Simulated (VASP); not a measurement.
# Al16CN15 (a cell with a defect) in VASP: notebook

Runs on Al16CN15 (a cell with a defect). Level: PBE. Tasks: single point.

All numbers are computed with VASP 6.6.1; they aren't measurements. Logs are shortened: lines on timing, memory, paths and dates and some standing lists are left out, and cuts for length are marked.

## (1) The cell of the first run

The cell holds a defect, 32 atoms: a = 6.260 Å, b = 6.260 Å, c = 10.035 Å, α = 90.00°, β = 90.00°, γ = 120.00°.

## (2) Single point, PBE

INCAR

```
SYSTEM = Al16CN15
ALGO = Normal
EDIFF = 1E-6
ENCUT = 520
GGA = PE
GGA_COMPAT = .FALSE.
ISIF = 2
ISMEAR = 0
ISYM = -1
LASPH = .TRUE.
LCHARG = .FALSE.
LREAL = Auto
LWAVE = .FALSE.
NBANDS = 86
NELECT = 128.0
NELM = 120
PREC = Accurate
SIGMA = 0.01
```

KPOINTS

```
explicit points
1
Reciprocal
  0.25000000   0.25000000   0.25000000 1
```

POSCAR

```
Al16CN15
1.0
    6.2595139307      0.0000000618      0.0000000000
   -3.1297570188      5.4208980485      0.0000000000
    0.0000000000      0.0000000000     10.0348065100
Al N C
16 15 1
Direct
    0.3360430055      0.1655628782      0.2522310013
    0.1682380131      0.3337297131      0.4986096259
    0.3347948091      0.1665629281      0.7505476258
    0.1678232280      0.3336836733      1.0021220686
    0.3362618873      0.6685988182      0.2519859094
    0.1652245978      0.8325713779      0.5008843487
    0.3348532228      0.6666616025      0.7507386870
    0.1670249727      0.8333371451      0.9991097061
    0.8331105208      0.1653811204      0.2519239900
    0.6691397497      0.3363407791      0.5009242951
    0.8351162894      0.1669680212      0.7508288470
    0.6679998280      0.3344616310      0.9991118654
    0.8350357029      0.6665264847      0.2529078754
    0.6681584800      0.8337002084      0.5009624356
    0.8346326725      0.6667968355      0.7448145580
    0.6678790760      0.8336268824      0.9992001884
    0.3339008115      0.1675996114      0.4411837097
    0.1696396497      0.3321277958      0.1913263382
    0.3324845785      0.1687782016      0.9401575595
    0.1692845846      0.3322879813      0.6902278056
    0.3337981002      0.6697986016      0.4410717463
    0.1715454613      0.8330055110      0.1867599253
    0.3323658257      0.6663090870      0.9403026715
    0.1730450335      0.8340711295      0.6937931771
    0.8319865919      0.1679103774      0.4410293050
    0.6685765409      0.3299904272      0.1867782597
    0.8351862115      0.1692543043      0.9404058768
    0.6671580759      0.3282258337      0.6938044646
    0.6685211508      0.8330246718      0.1869654747
    0.8330798852      0.6682505708      0.9376761512
    0.6671758675      0.8346365192      0.6936999766
    0.8327957090      0.6684517559      0.4424962507
```

Potentials or basis: VASP PAW PBE potentials, release 64 (Al, N, C).

Started as:

```bash
> cat potpaw_PBE.64/Al/POTCAR potpaw_PBE.64/N/POTCAR potpaw_PBE.64/C/POTCAR > POTCAR
> mpirun -np 1 vasp_std > vasp.out
```

OUTCAR:

```text
SYSTEM = Al16CN15
   EDIFF = 1E-6
   ENCUT = 520
   GGA = PE
   ISIF = 2
   ISMEAR = 0
   ISYM = -1
   LASPH = .TRUE.
   LREAL = Auto
   NELECT = 128.0
   NELM = 120
   PREC = Accurate

 ion  position               nearest neighbor table
   1  0.336  0.166  0.252-  17 1.90  18 1.91  26 1.92  22 1.92   2 3.07   6 3.08  10 3.08   4 3.10
                             5 3.11   9 3.11  12 3.11   8 3.11  13 3.13  13 3.13   9 3.15   5 3.15
   2  0.168  0.334  0.499-  17 1.89  21 1.91  25 1.91  20 1.92   5 3.07   9 3.07   1 3.07   7 3.11
                             3 3.11  11 3.11  10 3.13   6 3.13  14 3.13  14 3.13   6 3.13  10 3.13
   3  0.335  0.167  0.751-  28 1.89  24 1.89  20 1.89  19 1.90  12 3.08   8 3.08   6 3.09  10 3.09
                             4 3.11   2 3.11  11 3.13   7 3.13  15 3.13   7 3.13  11 3.13  15 3.13
   4  0.168  0.334  0.002-  19 1.89  18 1.90  27 1.91  23 1.91   9 3.09   5 3.10  11 3.10   7 3.10
                             1 3.10   3 3.11  12 3.13   8 3.13  16 3.13  16 3.13   8 3.13  12 3.13
   5  0.336  0.669  0.252-  21 1.90  22 1.90  29 1.92  18 1.92   2 3.07  14 3.08   6 3.09   4 3.10
                            16 3.11   9 3.11   1 3.11   8 3.12  13 3.13  13 3.13   1 3.15   9 3.15
   6  0.165  0.833  0.501-  21 1.89  32 1.89  17 1.91  24 1.94  15 3.03  13 3.07   1 3.08   5 3.09
                             3 3.09   7 3.10  10 3.11  14 3.11   2 3.13   2 3.13  14 3.14  10 3.15
   7  0.335  0.667  0.751-  24 1.87  31 1.89  23 1.90  20 1.91  16 3.08   8 3.08  14 3.09   6 3.10
                             4 3.10   2 3.11  11 3.13  15 3.13   3 3.13   3 3.13  11 3.13  15 3.13
   8  0.167  0.833  0.999-  22 1.88  23 1.90  19 1.91  30 1.91   3 3.08   7 3.08   1 3.11   5 3.12
                            13 3.12  12 3.12  15 3.12  16 3.13   4 3.13   4 3.13  16 3.13  12 3.14
   9  0.833  0.165  0.252-  25 1.90  26 1.90  29 1.92  18 1.92   2 3.07  14 3.08  10 3.09   4 3.09
[... 17 lines left out ...]
  19  0.332  0.169  0.940-   4 1.89   3 1.90   8 1.91  12 1.91
  20  0.169  0.332  0.690-   3 1.89  11 1.91   7 1.91   2 1.92
  21  0.334  0.670  0.441-   6 1.89   5 1.90  14 1.91   2 1.91
  22  0.172  0.833  0.187-   8 1.88   5 1.90   1 1.92  13 1.94
[... 8 lines left out ...]
  31  0.667  0.835  0.694-  15 1.89   7 1.89  11 1.89  14 1.93
  32  0.833  0.668  0.442-  14 1.88  10 1.89   6 1.89  13 1.90

IMPORTANT INFORMATION: All symmetrisations will be switched off!
NOSYMM: (Re-)initialisation of all symmetry stuff for point group C_1.

----------------------------------------------------------------------------------------

                                     Primitive cell

  volume of cell :     340.5029

  direct lattice vectors                    reciprocal lattice vectors
     6.259513931  0.000000062  0.000000000     0.159756813  0.092235641  0.000000000
    -3.129757019  5.420898048  0.000000000    -0.000000002  0.184471279  0.000000000
     0.000000000  0.000000000 10.034806510     0.000000000  0.000000000  0.099653142

  length of vectors
     6.259513931  6.259513931 10.034806510     0.184471279  0.184471279  0.099653142

  position of ions in fractional coordinates (direct lattice)
     0.336043006  0.165562878  0.252231001
     0.168238013  0.333729713  0.498609626
[... 114 lines left out ...]
     AMIX     =   0.40;   BMIX     =  1.00
     AMIX_MAG =   1.60;   BMIX_MAG =  1.00
  volume/ion in A,a.u.               =      10.64        71.81
  Fermi-wavevector in a.u.,A,eV,Ry     =   1.181511  2.232733 18.993310  1.395969
  Thomas-Fermi vector in A             =   2.317783
   LORBIT       =      0    0 simple, 1 ext, 2 COOP (PROOUT), +10 PAW based schemes
   GGA     = PE    functional components
   LHFCALC =     F    Hartree Fock is set to
   AEXX    =    0.0000 exact exchange contribution
   IVDW    =     0    specifies the selected vdW correction
   LEPSILON=     F    determine dielectric tensor
   LRPA    =     F    only Hartree local field effects (RPA)
 non-spin polarized calculation
 Gauss-broadening in eV      SIGMA  =   0.01
  energy-cutoff  :      520.00
  volume of cell :      340.50
 maximum number of plane-waves:      9148
 NGX is ok and might be reduce to    48
   NGX = 23   NGY = 23   NGZ = 37

 number of electron     127.9999998 magnetization

 Free energy of the ion-electron system (eV)
  ---------------------------------------------------
  ext. energy  EPLUGINS =         0.00000000
  ---------------------------------------------------
  free energy    TOTEN  =      -230.79235346 eV

  energy without entropy =     -230.79235346  energy(sigma->0) =     -230.79235346

 E-fermi :   6.6063     XC(G=0): -10.8918

 val. band max:        6.5452057855   @ k =   0.2500   0.2500   0.2500
 cond. band min:      11.2785207365   @ k =   0.2500   0.2500   0.2500
 fundamental gap:      4.7333149510
 Fermi energy:         6.6062574765

 k-point     1 :       0.2500    0.2500    0.2500
  band No.  band energies     occupation
      1      -8.6378      2.00000
      2      -8.1477      2.00000
      3      -8.0495      2.00000
      4      -7.9587      2.00000
      5      -7.6438      2.00000
      6      -7.5440      2.00000
[... 68 lines left out ...]
     75      13.0320      0.00000
     76      13.1009      0.00000
 [bands above 76 left out]

------------------------ aborting loop because EDIFF is reached ----------------------------------------

  FORCE on cell =-STRESS in cart. coord.  units (eV):
  Direction    XX          YY          ZZ          XY          YZ          ZX
  --------------------------------------------------------------------------------------
  -------------------------------------------------------------------------------------
  Total       15.5440189      5.2729204     19.8317253     -8.9410029      0.3215136      0.1397259
  in kB       73.1396777     24.8108098     93.3147346    -42.0703343      1.5128262      0.6574560
  external PRESSURE =      63.7550740 kB  Pullay stress =       0.0000000 kB

 VOLUME and BASIS-vectors are now :
 -----------------------------------------------------------------------------
  energy-cutoff  :      520.00
  volume of cell :      340.50
      direct lattice vectors                 reciprocal lattice vectors
     6.259513931  0.000000062  0.000000000     0.159756813  0.092235641  0.000000000
    -3.129757019  5.420898048  0.000000000    -0.000000002  0.184471279  0.000000000
     0.000000000  0.000000000 10.034806510     0.000000000  0.000000000  0.099653142

 POSITION                                       TOTAL-FORCE (eV/Angst)
 -----------------------------------------------------------------------------------
      1.58529      0.89750      2.53109        -0.005831      0.005194     -0.001785
      0.00860      1.80911      5.00345         0.003173     -0.013916     -0.003166
      1.57435      0.90292      7.53160        -0.013627      0.006117      0.013683
      0.00614      1.80887      0.02129         0.015513     -0.000642      0.003586
      0.01228      3.62441      2.52863        -0.014089      0.001198     -0.002494
     -1.57152      4.51328      5.02628         0.011550     -0.008353      0.002189
[... 24 lines left out ...]
      1.56399      4.52448      6.96115         0.006052      0.000892     -0.000073
      3.12080      3.62361      4.44036         0.007653      0.018405      0.002225
 -----------------------------------------------------------------------------------
    total drift:                                0.018597     -0.003956      0.006553

  FREE ENERGIE OF THE ION-ELECTRON SYSTEM (eV)
  ---------------------------------------------------
  free  energy   TOTEN  =      -230.7923534614 eV

  energy  without entropy=     -230.7923534614  energy(sigma->0) =     -230.79235346
```

stdout:

```text
POSCAR found type information on POSCAR AlN C
 POSCAR found :  3 types and      32 ions
 scaLAPACK will be used
 LDA part: xc-table for (Slater+PW92), standard interpolation
 POSCAR, INCAR and KPOINTS ok, starting setup
 FFT: planning ... GRIDC
 FFT: planning ... GRID_SOFT
 FFT: planning ... GRID
 WAVECAR not read
 entering main loop
 the old and the new charge density differ
 old charge density:   127.00000 new  128.00000
    0.340E+01
```

Run time: 80 s. Hardware: 1 thread of Intel Xeon Platinum 8259CL at 2.50GHz (Skylake/Cascade Lake), shared host; peak memory 0.41 GiB.

Results:

```yaml
Free_energy: -230.7924 eV
Largest_force: 0.031 eV/Å
```

Forces on the atoms (eV/Å):
```
Al  -0.006  0.005 -0.002
Al   0.003 -0.014 -0.003
Al  -0.014  0.006  0.014
Al   0.016 -0.001  0.004
Al  -0.014  0.001 -0.002
Al   0.012 -0.008  0.002
Al  -0.013  0.003  0.009
Al   0.015 -0.011 -0.003
Al  -0.009  0.014  0.002
Al   0.002 -0.031  0.001
Al  -0.016  0.000  0.004
Al   0.020 -0.008  0.004
Al  -0.014  0.006 -0.027
Al   0.012 -0.011 -0.011
Al  -0.014  0.008  0.011
Al   0.017 -0.005  0.003
N    0.005  0.007  0.003
N    0.000 -0.004  0.001
N   -0.010  0.007 -0.006
N    0.007 -0.003  0.006
N   -0.007  0.013  0.003
N    0.002 -0.001  0.009
N   -0.009  0.003 -0.007
N    0.013  0.003 -0.004
N   -0.011  0.002  0.004
N   -0.003  0.004  0.005
N   -0.007 -0.001 -0.013
N    0.014 -0.005  0.000
N    0.007 -0.008  0.000
N   -0.010  0.010 -0.005
N    0.006  0.001  0.000
C    0.008  0.018  0.002
```

Caveat: the cell carries a net charge on a neutralising background, which shifts energy and pressure; the cell is charged against a uniform background, so pressure and absolute levels hang on convention.

## (3) Single point, PBE

INCAR

```
ALGO = Normal
EDIFF = 1E-6
ENCUT = 520
GGA = PE
GGA_COMPAT = False
ISIF = 2
ISMEAR = 0
ISYM = -1
LASPH = True
LCHARG = False
LREAL = Auto
LWAVE = False
NBANDS = 86
NELECT = 126.0
NELM = 120
PREC = Accurate
SIGMA = 0.01
```

KPOINTS is that of step 2.

POSCAR

```
Al16CN15
1.0
    6.2595139307      0.0000000618      0.0000000000
   -3.1297570188      5.4208980485      0.0000000000
    0.0000000000      0.0000000000     10.0348065100
Al N C
16 15 1
Direct
    0.3324607873      0.1648601114      0.2518829417
    0.1671754685      0.3339863365      0.5006513523
    0.3338827658      0.1700991309      0.7500726683
    0.1678799319      0.3325600827      1.0012097469
    0.3345091158      0.6615182322      0.2526965447
    0.1813708639      0.8422505280      0.5002379111
    0.3324377671      0.6645124050      0.7507599008
    0.1692880535      0.8339466363      0.9978448822
    0.8375340884      0.1641965012      0.2521244032
    0.6587906947      0.3193964357      0.4968206992
    0.8383290208      0.1688078464      0.7500286456
    0.6656531446      0.3297078395      0.9985506229
    0.8350415506      0.6581944202      0.2337380252
    0.6588636587      0.8404422405      0.5024296108
    0.8364082992      0.6693715212      0.7499733457
    0.6673453287      0.8317568974      0.9982910672
    0.3313281261      0.1685517428      0.4399977456
    0.1692674506      0.3300753398      0.1906435351
    0.3329325995      0.1678737506      0.9397338114
    0.1692114214      0.3335097086      0.6904433200
    0.3320987629      0.6680080763      0.4405934551
    0.1715886922      0.8295958284      0.1911401901
    0.3338887099      0.6670183050      0.9411446581
    0.1715867940      0.8351607949      0.6914920074
    0.8328959652      0.1677091741      0.4402307921
    0.6658649828      0.3234591586      0.1901064067
    0.8328629141      0.1666296574      0.9408953259
    0.6715612045      0.3356578747      0.6900248242
    0.6711117364      0.8290880569      0.1925255076
    0.8334685268      0.6662074304      0.9416199865
    0.6683379045      0.8333086840      0.6934349476
    0.8327488507      0.6707677454      0.4566680010
```

Potentials or basis: VASP PAW PBE potentials, release 64 (Al, N, C).

Started as:

```bash
> cat potpaw_PBE.64/Al/POTCAR potpaw_PBE.64/N/POTCAR potpaw_PBE.64/C/POTCAR > POTCAR
> mpirun -np 1 vasp_std > vasp.out
```

It took 84 s on 1 thread of Intel Xeon Platinum 8259CL at 2.50GHz (Skylake/Cascade Lake), shared host; peak memory 0.42 GiB.

The run converged. Its results:

```
Free energy   : -243.2552 eV
Largest force : 0.031 eV/Å
```

Forces on the atoms (eV/Å):
```
Al   0.001 -0.001  0.008
Al  -0.003  0.007 -0.002
Al  -0.001  0.000  0.009
Al   0.005 -0.004 -0.005
Al   0.005  0.001  0.011
Al   0.023  0.021  0.000
Al   0.004 -0.006  0.005
Al  -0.001  0.002 -0.005
Al   0.001 -0.001  0.009
Al  -0.006 -0.017  0.008
Al   0.002  0.005  0.011
Al  -0.004  0.002 -0.009
Al  -0.008  0.012 -0.017
Al  -0.009  0.007 -0.006
Al   0.000 -0.003  0.010
Al   0.007 -0.005  0.005
N    0.006 -0.003 -0.006
N    0.000 -0.001 -0.003
N   -0.002  0.001 -0.003
N   -0.001  0.002 -0.007
N    0.008  0.001 -0.006
N    0.002  0.001  0.011
N   -0.001  0.002 -0.007
N   -0.002  0.000 -0.001
N    0.001 -0.009 -0.006
N   -0.002 -0.004  0.016
N   -0.001  0.001 -0.004
N   -0.003 -0.006 -0.001
N   -0.005  0.001  0.000
N   -0.002  0.000  0.001
N    0.001 -0.002 -0.007
C   -0.013 -0.003 -0.007
```

Levels at points of the mesh, in eV from the Fermi level:
```csv
k point,band 61,band 62,band 63,band 64,band 65,band 66
"(0.25, 0.25, 0.25)",-0.62,-0.40,-0.05,0.14,5.41,5.85
```

Caveat: the cell carries a net charge on a neutralising background, which shifts energy and pressure; the cell is charged against a uniform background, so pressure and absolute levels hang on convention.
